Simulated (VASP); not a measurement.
# MoS2 in VASP: a series of runs

The runs below take MoS2 through single point, with PBE+D3(BJ).

All numbers are computed with VASP 6.6.1; they aren't measurements. Logs are shortened: lines on timing, memory, paths and dates and some standing lists are left out, and cuts for length are marked.

## (1) The cell of the first run

The cell holds a slab with vacuum, 12 atoms: a = 3.149 Å, b = 3.149 Å, c = 38.268 Å, α = 90.00°, β = 90.00°, γ = 120.00°.

## (2) Single point, PBE+D3(BJ)

Input file INCAR:

```
SYSTEM = MoS2
PREC = Accurate ; ENCUT = 520
EDIFF = 1E-6 ; ISMEAR = 0
SIGMA = 0.05 ; LREAL = .False.
LASPH = .True. ; NELM = 100
ALGO = Normal ; ISIF = 2
LWAVE = .False. ; LCHARG = .False.
LDIPOL = .True. ; IDIPOL = 3
DIPOL = 0.5 0.5 0.500 ; GGA = PE
IVDW = 12 ; NBANDS = 64
```

Input file KPOINTS:

```
regular mesh
0
Gamma
  9 9 1
  0 0 0
```

Input file POSCAR:

```
MoS2
1.0
    3.1493511256      0.0000000000      0.0000000000
   -1.5746755628      2.7274180802      0.0000000000
    0.0000000000      0.0000000000     38.2678641426
S Mo
8 4
Direct
    0.3333333333      0.6666666667      0.2221184848
    0.3333333333      0.6666666667      0.3039556447
    0.6666666667      0.3333333333      0.3800937750
    0.6666666667      0.3333333333      0.4619309349
    0.3333333333      0.6666666667      0.5380480918
    0.3333333333      0.6666666667      0.6198841712
    0.6666666667      0.3333333333      0.6961758098
    0.6666666667      0.3333333333      0.7780941399
    0.6666666667      0.3333333333      0.2630370647
    0.3333333333      0.6666666667      0.4210123549
    0.6666666667      0.3333333333      0.5789656563
    0.3333333333      0.6666666667      0.7371177180
```

Potentials or basis: VASP PAW PBE potentials, release 64 (S, Mo_sv).

Command:

```
cat potpaw_PBE.64/S/POTCAR potpaw_PBE.64/Mo_sv/POTCAR > POTCAR
mpirun -np 1 vasp_std > vasp.out
```

OUTCAR:

```text
SYSTEM = MoS2
   PREC = Accurate
   ENCUT = 520
   EDIFF = 1E-6
   ISMEAR = 0
   LREAL = .False.
   LASPH = .True.
   NELM = 100
   ISIF = 2
   GGA = PE
   IVDW = 12
 IVDW          = 12

 ion  position               nearest neighbor table
   1  0.333  0.667  0.222-   9 2.40   9 2.40   9 2.40
   2  0.333  0.667  0.304-   9 2.40   9 2.40   9 2.40
   3  0.667  0.333  0.380-  10 2.40  10 2.40  10 2.40
   4  0.667  0.333  0.462-  10 2.40  10 2.40  10 2.40
   5  0.333  0.667  0.538-  11 2.40  11 2.40  11 2.40
   6  0.333  0.667  0.620-  11 2.40  11 2.40  11 2.40
   7  0.667  0.333  0.696-  12 2.40  12 2.40  12 2.40
   8  0.667  0.333  0.778-  12 2.40  12 2.40  12 2.40
   9  0.667  0.333  0.263-   1 2.40   1 2.40   1 2.40   2 2.40   2 2.40   2 2.40
  10  0.333  0.667  0.421-   3 2.40   3 2.40   3 2.40   4 2.40   4 2.40   4 2.40
  11  0.667  0.333  0.579-   5 2.40   5 2.40   5 2.40   6 2.40   6 2.40   6 2.40
  12  0.333  0.667  0.737-   7 2.40   7 2.40   7 2.40   8 2.40   8 2.40   8 2.40

  LATTYP: Found a hexagonal cell.
 ALAT       =     3.1493511256
 C/A-ratio  =    12.1510313129

  Lattice vectors:

 A1 = (   3.1493511256,   0.0000000000,   0.0000000000)
 A2 = (  -1.5746755628,   2.7274180802,   0.0000000000)
 A3 = (   0.0000000000,   0.0000000000,  38.2678641426)

Analysis of symmetry for initial positions (statically):
=====================================================================
 Subroutine PRICEL returns:
 Original cell was already a primitive cell.

 Routine SETGRP: Setting up the symmetry group for a
 hexagonal supercell.

 Subroutine GETGRP returns: Found  6 space group operations
 (whereof  6 operations were pure point group operations)
 out of a pool of 24 trial point group operations.

The static configuration has the point symmetry C_3v.

Analysis of symmetry for dynamics (positions and initial velocities):
=====================================================================
 Subroutine PRICEL returns:
 Original cell was already a primitive cell.

 Routine SETGRP: Setting up the symmetry group for a
 hexagonal supercell.

 Subroutine GETGRP returns: Found  6 space group operations
 (whereof  6 operations were pure point group operations)
 out of a pool of 24 trial point group operations.

The dynamic configuration has the point symmetry C_3v.

 Subroutine INISYM returns: Found  6 space group operations
 (whereof  6 operations are pure point group operations),
 and found     1 'primitive' translations

----------------------------------------------------------------------------------------

                                     Primitive cell

  volume of cell :     328.7055

  direct lattice vectors                    reciprocal lattice vectors
     3.149351126  0.000000000  0.000000000     0.317525725  0.183323563  0.000000000
    -1.574675563  2.727418080  0.000000000     0.000000000  0.366647126  0.000000000
     0.000000000  0.000000000 38.267864143     0.000000000  0.000000000  0.026131586

  length of vectors
     3.149351126  3.149351126 38.267864143     0.366647126  0.366647126  0.026131586

  position of ions in fractional coordinates (direct lattice)
     0.333333333  0.666666667  0.222118485
     0.333333333  0.666666667  0.303955645
     0.666666667  0.333333333  0.380093775
     0.666666667  0.333333333  0.461930935
     0.333333333  0.666666667  0.538048092
     0.333333333  0.666666667  0.619884171
     0.666666667  0.333333333  0.696175810
     0.666666667  0.333333333  0.778094140
     0.666666667  0.333333333  0.263037065
     0.333333333  0.666666667  0.421012355
     0.666666667  0.333333333  0.578965656
     0.333333333  0.666666667  0.737117718

  ion indices of the primitive-cell ions
   primitive index   ion index
                 1           1
                 2           2
                 3           3
                 4           4
                 5           5
                 6           6
                 7           7
                 8           8
                 9           9
                10          10
                11          11
                12          12

----------------------------------------------------------------------------------------

 KPOINTS: regular mesh

Automatic generation of k-mesh.
 Grid dimensions read from file:
 generate k-points for:    9    9    1

 Generating k-lattice:

  Cartesian coordinates                     Fractional coordinates (reciprocal lattice)
     0.035280636  0.020369285  0.000000000     0.111111111  0.000000000  0.000000000
     0.000000000  0.040738570  0.000000000     0.000000000  0.111111111  0.000000000
     0.000000000  0.000000000  0.026131586     0.000000000  0.000000000  1.000000000

  Length of vectors
     0.040738570  0.040738570  0.026131586

  Shift w.r.t. Gamma in fractional coordinates (k-lattice)
     0.000000000  0.000000000  0.000000000

 Subroutine IBZKPT returns following result:
 ===========================================

 Found     12 irreducible k-points:

 Following reciprocal coordinates:
            Coordinates               Weight
  0.000000  0.000000  0.000000      1.000000
  0.111111 -0.000000  0.000000      6.000000
  0.222222  0.000000  0.000000      6.000000
  0.333333  0.000000  0.000000      6.000000
  0.444444  0.000000  0.000000      6.000000
  0.111111  0.111111  0.000000      6.000000
  0.222222  0.111111  0.000000     12.000000
  0.333333  0.111111  0.000000     12.000000
  0.444444  0.111111  0.000000      6.000000
  0.222222  0.222222  0.000000      6.000000
  0.333333  0.222222  0.000000     12.000000
  0.333333  0.333333  0.000000      2.000000
   k-points           NKPTS =     12   k-points in BZ     NKDIM =     12   number of bands    NBANDS=     64
   number of dos      NEDOS =    301   number of ions     NIONS =     12
   total plane-waves  NPLWV = 165888
   dimension x,y,z NGX =    24 NGY =   24 NGZ =  288
   dimension x,y,z NGXF=    48 NGYF=   48 NGZF=  576
   ions per type =               8   4
   NGX,Y,Z   is equivalent  to a cutoff of  12.67, 12.67, 12.51 a.u.
   NGXF,Y,Z  is equivalent  to a cutoff of  25.34, 25.34, 25.02 a.u.
 SYSTEM =  MoS2
   PREC   = accura    normal or accurate (medium, high low for compatibility)
   ISTART =      0    job   : 0-new  1-cont  2-samecut
   ICHARG =      2    charge: 1-file 2-atom 10-const
   ISPIN  =      1    spin polarized calculation?
   LNONCOLLINEAR =      F non collinear calculations
   LSORBIT =      F    spin-orbit coupling
   LASPH  =      T    aspherical Exc in radial PAW
   ENCUT  =  520.0 eV  38.22 Ry    6.18 a.u.   5.86  5.86 71.15*2*pi/ulx,y,z
   NELM   =    100;   NELMIN=  2; NELMDL= -5     # of ELM steps
   EDIFF  = 0.1E-05   stopping-criterion for ELM
   LREAL  =      F    real-space projection
   EDIFFG = 0.1E-04   stopping-criterion for IOM
   NSW    =      0    number of steps for IOM
   IBRION =     -1    ionic relax: 0-MD 1-quasi-New 2-CG
   NFREE  =      0    steps in history (QN), initial steepest desc. (CG)
   ISIF   =      2    stress and relaxation
   ISYM   =      2    0-nonsym 1-usesym 2-fastsym
   POTIM  = 0.5000    time-step for ionic-motion
   TEBEG  =    0.0;   TEEND  =   0.0 temperature during run
   PSTRESS=    0.0 pullay stress
   NELECT =     104.0000    total number of electrons
   NUPDOWN=      -1.0000    fix difference up-down
   EMIN   =  10.00;   EMAX   =-10.00  energy-range for DOS
   EFERMI =   0.00;   METHOD = LEGACY
   ISMEAR =     0;   SIGMA  =   0.05  broadening in eV -4-tet -1-fermi 0-gaus
   EFERMI_NEDOS =   21; number of points for ismear=-14 and -15
   IALGO  =     38    algorithm
   IMIX   =      4    mixing-type and parameters
     AMIX     =   0.40;   BMIX     =  1.00
     AMIX_MAG =   1.60;   BMIX_MAG =  1.00
  volume/ion in A,a.u.               =      27.39       184.85
  Fermi-wavevector in a.u.,A,eV,Ry     =   1.115536  2.108057 16.931371  1.244421
  Thomas-Fermi vector in A             =   2.252142
   LORBIT       =      0    0 simple, 1 ext, 2 COOP (PROOUT), +10 PAW based schemes
   GGA     = PE    functional components
   LHFCALC =     F    Hartree Fock is set to
   AEXX    =    0.0000 exact exchange contribution
   IVDW    =    12    specifies the selected vdW correction
   LEPSILON=     F    determine dielectric tensor
   LRPA    =     F    only Hartree local field effects (RPA)
 non-spin polarized calculation
 Gauss-broadening in eV      SIGMA  =   0.05
  energy-cutoff  :      520.00
  volume of cell :      328.71
 maximum number of plane-waves:      8904
 NGX is ok and might be reduce to    24
   NGX = 11   NGY = 11   NGZ =143

 dipolmoment           0.000000      0.000000      0.000004 electrons x Angstroem

 number of electron     103.9999993 magnetization

 dipolmoment           0.000000      0.000000     -0.000035 electrons x Angstroem

 Free energy of the ion-electron system (eV)
  ---------------------------------------------------
  ext. energy  EPLUGINS =         0.00000000
  ---------------------------------------------------
  free energy    TOTEN  =       -87.15965327 eV

  energy without entropy =      -87.15965327  energy(sigma->0) =      -87.15965327

 E-fermi :   3.3762     XC(G=0):  -7.2426

 val. band max:        3.0511954536   @ k =   0.0000   0.0000   0.0000
 cond. band min:       4.0635566645   @ k =   0.2222   0.1111   0.0000
 fundamental gap:      1.0123612110
 Fermi energy:         3.3761914697

 k-point     1 :       0.0000    0.0000    0.0000
  band No.  band energies     occupation
      1     -58.4285      2.00000
      2     -58.4285      2.00000
      3     -58.4258      2.00000
      4     -58.4257      2.00000
      5     -32.5922      2.00000
      6     -32.5922      2.00000
[... 793 lines left out ...]
     63       6.0115      0.00000
     64       6.0151      0.00000

------------------------ aborting loop because EDIFF is reached ----------------------------------------

 vacuum level on the upper side and lower side of the slab       (xc-potential included)        -0.207        -0.228

 Edisp (eV)   -4.88147

 E8    (eV) :    -2.0018

  FORCE on cell =-STRESS in cart. coord.  units (eV):
  Direction    XX          YY          ZZ          XY          YZ          ZX
  --------------------------------------------------------------------------------------
  -------------------------------------------------------------------------------------
  Total       0.02112     0.02112    -0.10229     0.00000     0.00000     0.00000
  in kB       0.10295     0.10295    -0.49859     0.00000     0.00000     0.00000
  external pressure =       -0.10 kB  Pullay stress =        0.00 kB

 VOLUME and BASIS-vectors are now :
 -----------------------------------------------------------------------------
  energy-cutoff  :      520.00
  volume of cell :      328.71
      direct lattice vectors                 reciprocal lattice vectors
     3.149351126  0.000000000  0.000000000     0.317525725  0.183323563  0.000000000
    -1.574675563  2.727418080  0.000000000     0.000000000  0.366647126  0.000000000
     0.000000000  0.000000000 38.267864143     0.000000000  0.000000000  0.026131586

 POSITION                                       TOTAL-FORCE (eV/Angst)
 -----------------------------------------------------------------------------------
     -0.00000      1.81828      8.50000        -0.000000     -0.000000     -0.032255
     -0.00000      1.81828     11.63173        -0.000000     -0.000000      0.003146
      1.57468      0.90914     14.54538        -0.000000     -0.000000      0.015225
      1.57468      0.90914     17.67711         0.000000      0.000000     -0.013994
     -0.00000      1.81828     20.58995        -0.000000      0.000000      0.013196
     -0.00000      1.81828     23.72164        -0.000000     -0.000000     -0.012256
      1.57468      0.90914     26.64116         0.000000     -0.000000      0.013198
      1.57468      0.90914     29.77600        -0.000000      0.000000     -0.007407
      1.57468      0.90914     10.06587        -0.000000     -0.000000      0.023214
     -0.00000      1.81828     16.11124         0.000000     -0.000000      0.001136
      1.57468      0.90914     22.15578        -0.000000      0.000000      0.000030
     -0.00000      1.81828     28.20792         0.000000     -0.000000     -0.003234
 -----------------------------------------------------------------------------------
    total drift:                               -0.000000      0.000000      0.000157

  FREE ENERGIE OF THE ION-ELECTRON SYSTEM (eV)
  ---------------------------------------------------
  free  energy   TOTEN  =       -92.0411214827 eV

  energy  without entropy=      -92.0411214827  energy(sigma->0) =      -92.04112148

 vacuum level on the upper side and lower side of the slab         8.113         8.097
```

It took 8.1 min on 1 thread of Intel Xeon Platinum 8488C (Sapphire Rapids), shared host; peak memory 0.51 GiB.

Results:

```
Free energy                : -92.0411 eV
Largest force              : 0.032 eV/Å
Band gap on the k mesh     : 1.01 eV (least direct gap 1.72 eV)
Dispersion energy per atom : -0.407 eV
```

Forces on the atoms (eV/Å):
```
S    0.000  0.000 -0.032
S    0.000  0.000  0.003
S    0.000  0.000  0.015
S    0.000  0.000 -0.014
S    0.000  0.000  0.013
S    0.000  0.000 -0.012
S    0.000  0.000  0.013
S    0.000  0.000 -0.007
Mo   0.000  0.000  0.023
Mo   0.000  0.000  0.001
Mo   0.000  0.000  0.000
Mo   0.000  0.000 -0.003
```

## (3) Single point, PBE+D3(BJ)

INCAR is that of step 2.

KPOINTS is that of step 2.

Input file POSCAR:

```
MoS2
1.0
    3.1493511262      0.0000000000      0.0000000000
   -1.5746755631      2.7274180808      0.0000000000
    0.0000000000      0.0000000000     38.2678641539
S Mo
8 4
Direct
    0.3333333333      0.6666666667      0.2221184847
    0.3333333333      0.6666666667      0.3039556446
    0.6666666667      0.3333333333      0.3800937749
    0.6666666667      0.3333333333      0.4619309349
    0.3333333333      0.6666666667      0.5380480792
    0.3333333333      0.6666666667      0.6198841585
    0.6666666667      0.3333333333      0.6961758115
    0.6666666667      0.3333333333      0.7780941408
    0.6666666667      0.3333333333      0.2630370647
    0.3333333333      0.6666666667      0.4210123549
    0.6666666667      0.3333333333      0.5789656432
    0.3333333333      0.6666666667      0.7371177195
```

Potentials or basis: VASP PAW PBE potentials, release 64 (S, Mo_sv).

Command:

```
cat potpaw_PBE.64/S/POTCAR potpaw_PBE.64/Mo_sv/POTCAR > POTCAR
mpirun -np 1 vasp_std > vasp.out
```

Run time: 6.4 min. Hardware: 1 thread of Intel Xeon Platinum 8488C (Sapphire Rapids), shared host; peak memory 0.51 GiB.

It converged, with:

```
Free energy                : -92.0411 eV
Largest force              : 0.032 eV/Å
Band gap on the k mesh     : 1.01 eV (least direct gap 1.72 eV)
Dispersion energy per atom : -0.407 eV
```

Forces in eV/Å, atoms in the order of the input:
```
S    0.000  0.000 -0.032
S    0.000  0.000  0.003
S    0.000  0.000  0.015
S    0.000  0.000 -0.014
S    0.000  0.000  0.013
S    0.000  0.000 -0.012
S    0.000  0.000  0.013
S    0.000  0.000 -0.007
Mo   0.000  0.000  0.023
Mo   0.000  0.000  0.001
Mo   0.000  0.000  0.000
Mo   0.000  0.000 -0.003
```

Levels at points of the mesh, in eV from the valence-band top:
| k point | band 48 | band 49 | band 50 | band 51 | band 52 | band 53 | band 54 | band 55 | band 56 | band 57 |
| --- | --- | --- | --- | --- | --- | --- | --- | --- | --- | --- |
| (0.00, 0.00, 0.00) | -1.56 | -1.05 | -0.51 | -0.18 | 0.00 | 2.15 | 2.15 | 2.16 | 2.16 | 2.18 |
